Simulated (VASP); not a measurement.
# Si26SbC27 (a cell with a defect) in VASP: electric field gradients with PBE

Aim: the electric field gradients of Si26SbC27 (a cell with a defect) with PBE.

Program: VASP 6.6.1. These are calculated values, not measurements. Logs are shortened: lines on timing, memory, paths and dates and some standing lists are left out, and cuts for length are marked.

## (1) The cell of the first run

The cell holds a defect, 54 atoms: a = 9.245 Å, b = 9.245 Å, c = 9.245 Å, α = 60.00°, β = 60.00°, γ = 60.00°.

## (2) Electric field gradients, PBE

The input, INCAR:

```
  PREC = Accurate
  ENCUT = 520
  EDIFF = 1E-8
  ISMEAR = -1
  SIGMA = 0.01
  LREAL = Auto
  LASPH = T
  NELM = 80
  ALGO = Normal
  ISIF = 2
  LWAVE = F
  LCHARG = F
  GGA = PE
  LEFG = T
  NELECT = 216.0
  NBANDS = 142
```

The input, KPOINTS:

```
Automatic mesh
0
Gamma
  3 3 3
```

The input, POSCAR:

```
Si26SbC27
1.0
    0.0000000000      6.5370000000      6.5370000000
    6.5370000000      0.0000000000      6.5370000000
    6.5370000000      6.5370000000      0.0000000000
Sb Si C
1 26 27
Direct
    0.0000000000      0.0000000000      0.0000000000
    0.0000000000      0.0000000000      0.3333333333
    0.0000000000      0.0000000000      0.6666666667
    0.0000000000      0.3333333333      0.0000000000
    0.0000000000      0.3333333333      0.3333333333
    0.0000000000      0.3333333333      0.6666666667
    0.0000000000      0.6666666667      0.0000000000
    0.0000000000      0.6666666667      0.3333333333
    0.0000000000      0.6666666667      0.6666666667
    0.3333333333      0.0000000000      0.0000000000
    0.3333333333      0.0000000000      0.3333333333
    0.3333333333      0.0000000000      0.6666666667
    0.3333333333      0.3333333333      0.0000000000
    0.3333333333      0.3333333333      0.3333333333
    0.3333333333      0.3333333333      0.6666666667
    0.3333333333      0.6666666667      0.0000000000
    0.3333333333      0.6666666667      0.3333333333
    0.3333333333      0.6666666667      0.6666666667
    0.6666666667      0.0000000000      0.0000000000
    0.6666666667      0.0000000000      0.3333333333
    0.6666666667      0.0000000000      0.6666666667
    0.6666666667      0.3333333333      0.0000000000
    0.6666666667      0.3333333333      0.3333333333
    0.6666666667      0.3333333333      0.6666666667
    0.6666666667      0.6666666667      0.0000000000
    0.6666666667      0.6666666667      0.3333333333
    0.6666666667      0.6666666667      0.6666666667
    0.0833333333      0.0833333333      0.0833333333
    0.0833333333      0.0833333333      0.4166666667
    0.0833333333      0.0833333333      0.7500000000
    0.0833333333      0.4166666667      0.0833333333
    0.0833333333      0.4166666667      0.4166666667
    0.0833333333      0.4166666667      0.7500000000
    0.0833333333      0.7500000000      0.0833333333
    0.0833333333      0.7500000000      0.4166666667
    0.0833333333      0.7500000000      0.7500000000
    0.4166666667      0.0833333333      0.0833333333
    0.4166666667      0.0833333333      0.4166666667
    0.4166666667      0.0833333333      0.7500000000
    0.4166666667      0.4166666667      0.0833333333
    0.4166666667      0.4166666667      0.4166666667
    0.4166666667      0.4166666667      0.7500000000
    0.4166666667      0.7500000000      0.0833333333
    0.4166666667      0.7500000000      0.4166666667
    0.4166666667      0.7500000000      0.7500000000
    0.7500000000      0.0833333333      0.0833333333
    0.7500000000      0.0833333333      0.4166666667
    0.7500000000      0.0833333333      0.7500000000
    0.7500000000      0.4166666667      0.0833333333
    0.7500000000      0.4166666667      0.4166666667
    0.7500000000      0.4166666667      0.7500000000
    0.7500000000      0.7500000000      0.0833333333
    0.7500000000      0.7500000000      0.4166666667
    0.7500000000      0.7500000000      0.7500000000
```

Potentials or basis: VASP PAW PBE potentials, release 64 (Sb, Si, C).

Command:

```bash
> cat potpaw_PBE.64/Sb/POTCAR potpaw_PBE.64/Si/POTCAR potpaw_PBE.64/C/POTCAR > POTCAR
> mpirun -np 1 vasp_std > vasp.out
```

OUTCAR:

```text
PREC = Accurate
   ENCUT = 520
   EDIFF = 1E-8
   ISMEAR = -1
   LREAL = Auto
   LASPH = T
   NELM = 80
   ISIF = 2
   GGA = PE
   NELECT = 216.0

 ion  position               nearest neighbor table
   1  0.000  0.000  0.000-  28 1.89  30 1.89  34 1.89  46 1.89   7 3.08   8 3.08  10 3.08  12 3.08
                            16 3.08  19 3.08  20 3.08  22 3.08   2 3.08   3 3.08   4 3.08   6 3.08
   2  0.000  0.000  0.333-  28 1.89  29 1.89  35 1.89  47 1.89  10 3.08  11 3.08  17 3.08  20 3.08
                            23 3.08   1 3.08   4 3.08   5 3.08   8 3.08  21 3.08   9 3.08   3 3.08
   3  0.000  0.000  0.667-  30 1.89  29 1.89  36 1.89  48 1.89  12 3.08  18 3.08  19 3.08  21 3.08
                            24 3.08   1 3.08   6 3.08   7 3.08   9 3.08  11 3.08   5 3.08   2 3.08
   4  0.000  0.333  0.000-  28 1.89  31 1.89  33 1.89  49 1.89  10 3.08  13 3.08  15 3.08  22 3.08
                            23 3.08   1 3.08   2 3.08   5 3.08   6 3.08   9 3.08  25 3.08   7 3.08
   5  0.000  0.333  0.333-  29 1.89  31 1.89  50 1.89  32 1.89  14 3.08  23 3.08   2 3.08   4 3.08
                            11 3.08  13 3.08   3 3.08   7 3.08  24 3.08  26 3.08   6 3.08   8 3.08
   6  0.000  0.333  0.667-  30 1.89  32 1.89  33 1.89  51 1.89  15 3.08  22 3.08  24 3.08   1 3.08
                             3 3.08   4 3.08  12 3.08  14 3.08  27 3.08   8 3.08   9 3.08   5 3.08
   7  0.000  0.667  0.000-  34 1.89  31 1.89  36 1.89  52 1.89  16 3.08  18 3.08  19 3.08  25 3.08
                            26 3.08   1 3.08   3 3.08   8 3.08   9 3.08  13 3.08   5 3.08   4 3.08
   8  0.000  0.667  0.333-  32 1.89  34 1.89  35 1.89  53 1.89  17 3.08  20 3.08  26 3.08   1 3.08
                             2 3.08   7 3.08  16 3.08  14 3.08  27 3.08   5 3.08   9 3.08   6 3.08
   9  0.000  0.667  0.667-  36 1.89  35 1.89  33 1.89  54 1.89  25 3.08  27 3.08   3 3.08   7 3.08
[... 62 lines left out ...]
  53  0.750  0.750  0.417-   8 1.89  20 1.89  26 1.89  27 1.89
  54  0.750  0.750  0.750-  27 1.89  21 1.89  25 1.89   9 1.89

  LATTYP: Found a face centered cubic cell.
 ALAT       =    13.0740000000

  Lattice vectors:

 A1 = (   0.0000000000,   6.5370000000,   6.5370000000)
 A2 = (   6.5370000000,   0.0000000000,   6.5370000000)
 A3 = (   6.5370000000,   6.5370000000,   0.0000000000)

Analysis of symmetry for initial positions (statically):
=====================================================================
 Subroutine PRICEL returns:
 Original cell was already a primitive cell.

 Routine SETGRP: Setting up the symmetry group for a
 face centered cubic supercell.

 Subroutine GETGRP returns: Found 24 space group operations
 (whereof 24 operations were pure point group operations)
 out of a pool of 48 trial point group operations.

The static configuration has the point symmetry T_d .

Analysis of symmetry for dynamics (positions and initial velocities):
=====================================================================
 Subroutine PRICEL returns:
 Original cell was already a primitive cell.

 Routine SETGRP: Setting up the symmetry group for a
 face centered cubic supercell.

 Subroutine GETGRP returns: Found 24 space group operations
 (whereof 24 operations were pure point group operations)
 out of a pool of 48 trial point group operations.

The dynamic configuration has the point symmetry T_d .

 Subroutine INISYM returns: Found 24 space group operations
 (whereof 24 operations are pure point group operations),
 and found     1 'primitive' translations

----------------------------------------------------------------------------------------

                                     Primitive cell

  volume of cell :     558.6830

  direct lattice vectors                    reciprocal lattice vectors
     0.000000000  6.537000000  6.537000000    -0.076487685  0.076487685  0.076487685
     6.537000000  0.000000000  6.537000000     0.076487685 -0.076487685  0.076487685
     6.537000000  6.537000000  0.000000000     0.076487685  0.076487685 -0.076487685

  length of vectors
     9.244714057  9.244714057  9.244714057     0.132480557  0.132480557  0.132480557

  position of ions in fractional coordinates (direct lattice)
     0.000000000  0.000000000  0.000000000
     0.000000000  0.000000000  0.333333333
     0.000000000  0.000000000  0.666666667
     0.000000000  0.333333333  0.000000000
     0.000000000  0.333333333  0.333333333
     0.000000000  0.333333333  0.666666667
[... 46 lines left out ...]
     0.750000000  0.750000000  0.416666667
     0.750000000  0.750000000  0.750000000
[... 124 lines left out ...]
   EFERMI_NEDOS =   21; number of points for ismear=-14 and -15
   IALGO  =     38    algorithm
   IMIX   =      4    mixing-type and parameters
     AMIX     =   0.40;   BMIX     =  1.00
     AMIX_MAG =   1.60;   BMIX_MAG =  1.00
  volume/ion in A,a.u.               =      10.35        69.82
  Fermi-wavevector in a.u.,A,eV,Ry     =   1.192626  2.253736 19.352338  1.422357
  Thomas-Fermi vector in A             =   2.328660
   LORBIT       =      0    0 simple, 1 ext, 2 COOP (PROOUT), +10 PAW based schemes
   GGA     = PE    functional components
[... 5 lines left out ...]
 non-spin polarized calculation
  energy-cutoff  :      520.00
  volume of cell :      558.68
 maximum number of plane-waves:     15070
 NGX is ok and might be reduce to    70
   NGX = 35   NGY = 35   NGZ = 35

 number of electron     216.0000000 magnetization

 Free energy of the ion-electron system (eV)
  ---------------------------------------------------
  ext. energy  EPLUGINS =         0.00000000
  ---------------------------------------------------
  free energy    TOTEN  =      -409.02488737 eV

  energy without entropy =     -409.02488737  energy(sigma->0) =     -409.02488737

 E-fermi :   8.6271     XC(G=0): -11.3886

 val. band max:        8.3585251062   @ k =   0.0000   0.0000   0.0000
 cond. band min:       9.8302130585   @ k =   0.3333   0.3333   0.0000
 fundamental gap:      1.4716879523
 Fermi energy:         8.6271070669

 k-point     1 :       0.0000    0.0000    0.0000
  band No.  band energies     occupation
      1      -7.5758      2.00000
      2      -6.1347      2.00000
      3      -5.2011      2.00000
      4      -5.2011      2.00000
      5      -5.2011      2.00000
      6      -4.9518      2.00000
[... 481 lines left out ...]
    119      13.3839      0.00000
    120      13.4118      0.00000
 [bands above 120 left out]

------------------------ aborting loop because EDIFF is reached ----------------------------------------

  FORCE on cell =-STRESS in cart. coord.  units (eV):
  Direction    XX          YY          ZZ          XY          YZ          ZX
  --------------------------------------------------------------------------------------
  -------------------------------------------------------------------------------------
  Total       17.2767254     17.2767254     17.2767254      0.0000000      0.0000000      0.0000000
  in kB       49.5457676     49.5457676     49.5457676      0.0000000      0.0000000      0.0000000
  external PRESSURE =      49.5457676 kB  Pullay stress =       0.0000000 kB

 VOLUME and BASIS-vectors are now :
 -----------------------------------------------------------------------------
  energy-cutoff  :      520.00
  volume of cell :      558.68
      direct lattice vectors                 reciprocal lattice vectors
     0.000000000  6.537000000  6.537000000    -0.076487685  0.076487685  0.076487685
     6.537000000  0.000000000  6.537000000     0.076487685 -0.076487685  0.076487685
     6.537000000  6.537000000  0.000000000     0.076487685  0.076487685 -0.076487685

 POSITION                                       TOTAL-FORCE (eV/Angst)
 -----------------------------------------------------------------------------------
      0.00000      0.00000      0.00000        -0.000000     -0.000000     -0.000000
      2.17900      2.17900      0.00000         0.562145      0.562145     -0.190953
      4.35800      4.35800      0.00000        -0.562145     -0.562145     -0.190953
      2.17900      0.00000      2.17900         0.562145     -0.190953      0.562145
      4.35800      2.17900      2.17900         0.072516     -0.072516     -0.072516
      6.53700      4.35800      2.17900         0.190953     -0.562145      0.562145
[... 46 lines left out ...]
      7.62650      7.62650      9.80550        -0.118430     -0.118430      0.213493
      9.80550      9.80550      9.80550        -0.000000     -0.000000     -0.000000
 -----------------------------------------------------------------------------------
    total drift:                                0.000001      0.000001      0.000001

  FREE ENERGIE OF THE ION-ELECTRON SYSTEM (eV)
  ---------------------------------------------------
  free  energy   TOTEN  =      -409.0248873721 eV

  energy  without entropy=     -409.0248873721  energy(sigma->0) =     -409.02488737

 Electric field gradients (V/A^2)
---------------------------------------------------------------------
 ion       V_xx      V_yy      V_zz      V_xy      V_xz      V_yz
---------------------------------------------------------------------
   1       0.000     0.000     0.000     0.000     0.000     0.000
   2      -0.483    -0.483     0.966     3.023    -4.498    -4.498
   3      -0.483    -0.483     0.966     3.023     4.499     4.499
   4      -0.483     0.966    -0.483    -4.498     3.023    -4.498
   5       0.000    -0.000    -0.000     0.577     0.577    -0.577
   6       0.966    -0.483    -0.483    -4.499     4.499    -3.023
[... 46 lines left out ...]
  53      -0.556    -0.556     1.112    -0.509    -0.824    -0.824
  54      -0.000    -0.000     0.000     0.001     0.001     0.001
---------------------------------------------------------------------

 Electric field gradients after diagonalization (V/A^2)
 (convention: |V_zz| > |V_xx| > |V_yy|)
----------------------------------------------------------------------
 ion       V_xx      V_yy      V_zz     asymmetry (V_yy - V_xx)/ V_zz
----------------------------------------------------------------------
   1      -0.000    -0.000     0.000       0.000
   2      -4.658    -3.506     8.163       0.141
   3      -4.658    -3.506     8.163       0.141
   4      -4.658    -3.506     8.163       0.141
   5       0.577     0.577    -1.153       0.000
   6      -4.658    -3.506     8.163       0.141
[... 46 lines left out ...]
  53      -1.571    -0.047     1.618       0.942
  54      -0.001    -0.001     0.001       0.000
----------------------------------------------------------------------

           NMR quadrupolar parameters

 Cq : quadrupolar parameter    Cq=e*Q*V_zz/h
 eta: asymmetry parameters     (V_yy - V_xx)/ V_zz
 Q  : nuclear electric quadrupole moment in mb (millibarn)
----------------------------------------------------------------------
 ion       Cq(MHz)       eta       Q (mb)
----------------------------------------------------------------------
   1       0.000       0.000       1.000
   2       0.020       0.141       1.000
   3       0.020       0.141       1.000
   4       0.020       0.141       1.000
   5      -0.003       0.000       1.000
   6       0.020       0.141       1.000
[... 46 lines left out ...]
  53       0.004       0.942       1.000
  54       0.000       0.000       1.000
----------------------------------------------------------------------
```

It took 24 min on 1 thread of Intel Xeon 8259CL, shared host; peak memory 0.81 GiB.

What came out:

```
Free energy                             : -409.0249 eV
Largest force                           : 5.686 eV/Å
Largest electric field gradient by atom : Sb -0.0; Si +8.2, -1.2, -1.8, +1.6 (each value once); C +9.6, +2.0, +1.6, -0.3, -0.0 (each value once) V/Å²
```

Forces in eV/Å, atoms in the order of the input:
```
Sb   0.000  0.000  0.000
Si   0.562  0.562 -0.191
Si  -0.562 -0.562 -0.191
Si   0.562 -0.191  0.562
Si   0.073 -0.073 -0.073
Si   0.191 -0.562  0.562
Si  -0.562 -0.191 -0.562
Si   0.191  0.562 -0.562
Si   0.103 -0.103 -0.103
Si  -0.191  0.562  0.562
Si  -0.073  0.073 -0.073
Si  -0.562  0.191  0.562
Si  -0.073 -0.073  0.073
Si   0.073  0.073  0.073
Si   0.000  0.000  0.204
Si  -0.562  0.562  0.191
Si   0.000  0.204  0.000
Si  -0.204  0.000  0.000
Si  -0.191 -0.562 -0.562
Si   0.562  0.191 -0.562
Si  -0.103  0.103 -0.103
Si   0.562 -0.562  0.191
Si   0.204  0.000  0.000
Si   0.000 -0.204  0.000
Si  -0.103 -0.103  0.103
Si   0.000  0.000 -0.204
Si   0.103  0.103  0.103
C    3.283  3.283  3.283
C    0.000  0.000  0.051
C   -3.283 -3.283  3.283
C    0.000  0.051  0.000
C   -0.051  0.000  0.000
C   -0.118  0.118 -0.213
C   -3.283  3.283 -3.283
C   -0.118 -0.213  0.118
C    0.213  0.118  0.118
C    0.051  0.000  0.000
C    0.000 -0.051  0.000
C    0.118 -0.118 -0.213
C    0.000  0.000 -0.051
C   -0.029 -0.029 -0.029
C    0.029  0.029 -0.029
C    0.118 -0.213 -0.118
C    0.029 -0.029  0.029
C    0.213 -0.118 -0.118
C    3.283 -3.283 -3.283
C   -0.213 -0.118  0.118
C    0.118  0.213  0.118
C   -0.213  0.118 -0.118
C   -0.029  0.029  0.029
C   -0.118  0.213 -0.118
C    0.118  0.118  0.213
C   -0.118 -0.118  0.213
C    0.000  0.000  0.000
```

Levels at points of the mesh, in eV from the Fermi level:
```tsv
k point	band 106	band 107	band 108	band 109	band 110	band 111
(0.00, 0.00, 0.00)	-0.27	-0.27	-0.27	2.25	2.29	2.29
```

Electric field gradients, principal values (V/Å²):
| atom | least | middle | greatest (by size) |
| --- | --- | --- | --- |
| 1 Sb | 0.000 | 0.000 | 0.000 |
| 2 Si | -3.506 | -4.658 | 8.163 |
| 3 Si | -3.506 | -4.658 | 8.163 |
| 4 Si | -3.506 | -4.658 | 8.163 |
| 5 Si | 0.577 | 0.577 | -1.153 |
| 6 Si | -3.506 | -4.658 | 8.163 |
| 7 Si | -3.506 | -4.658 | 8.163 |
| 8 Si | -3.506 | -4.658 | 8.163 |
| 9 Si | 0.883 | 0.883 | -1.767 |
| 10 Si | -3.506 | -4.658 | 8.163 |
| 11 Si | 0.577 | 0.577 | -1.153 |
| 12 Si | -3.506 | -4.658 | 8.163 |
| 13 Si | 0.577 | 0.577 | -1.153 |
| 14 Si | 0.577 | 0.577 | -1.153 |
| 15 Si | -0.135 | -1.472 | 1.607 |
| 16 Si | -3.506 | -4.658 | 8.163 |
| 17 Si | -0.135 | -1.472 | 1.607 |
| 18 Si | -0.135 | -1.472 | 1.607 |
| 19 Si | -3.506 | -4.658 | 8.163 |
| 20 Si | -3.506 | -4.658 | 8.163 |
| 21 Si | 0.883 | 0.883 | -1.767 |
| 22 Si | -3.506 | -4.658 | 8.163 |
| 23 Si | -0.135 | -1.472 | 1.607 |
| 24 Si | -0.135 | -1.472 | 1.607 |
| 25 Si | 0.883 | 0.883 | -1.767 |
| 26 Si | -0.135 | -1.472 | 1.607 |
| 27 Si | 0.883 | 0.883 | -1.767 |
| 28 C | -4.816 | -4.816 | 9.632 |
| 29 C | -0.626 | -1.418 | 2.044 |
| 30 C | -4.815 | -4.816 | 9.631 |
| 31 C | -0.626 | -1.418 | 2.044 |
| 32 C | -0.626 | -1.418 | 2.044 |
| 33 C | -0.046 | -1.572 | 1.618 |
| 34 C | -4.815 | -4.816 | 9.631 |
| 35 C | -0.046 | -1.572 | 1.618 |
| 36 C | -0.047 | -1.572 | 1.619 |
| 37 C | -0.626 | -1.418 | 2.044 |
| 38 C | -0.626 | -1.418 | 2.044 |
| 39 C | -0.046 | -1.572 | 1.618 |
| 40 C | -0.626 | -1.418 | 2.044 |
| 41 C | 0.141 | 0.141 | -0.283 |
| 42 C | 0.142 | 0.142 | -0.284 |
| 43 C | -0.046 | -1.572 | 1.618 |
| 44 C | 0.142 | 0.142 | -0.284 |
| 45 C | -0.047 | -1.571 | 1.618 |
| 46 C | -4.815 | -4.816 | 9.631 |
| 47 C | -0.046 | -1.572 | 1.618 |
| 48 C | -0.047 | -1.572 | 1.619 |
| 49 C | -0.046 | -1.572 | 1.618 |
| 50 C | 0.142 | 0.142 | -0.284 |
| 51 C | -0.047 | -1.571 | 1.618 |
| 52 C | -0.047 | -1.572 | 1.619 |
| 53 C | -0.047 | -1.571 | 1.618 |
| 54 C | -0.001 | -0.001 | 0.001 |

Caveat: the cell carries a net charge on a neutralising background, which shifts energy and pressure; the cell is charged against a uniform background, so pressure and absolute levels hang on convention; without QUAD_EFG the Cq values of the log hold for a quadrupole moment of 1 mb, not for the nuclei; spin-orbit coupling is left out, which moves the levels of the heavy elements.
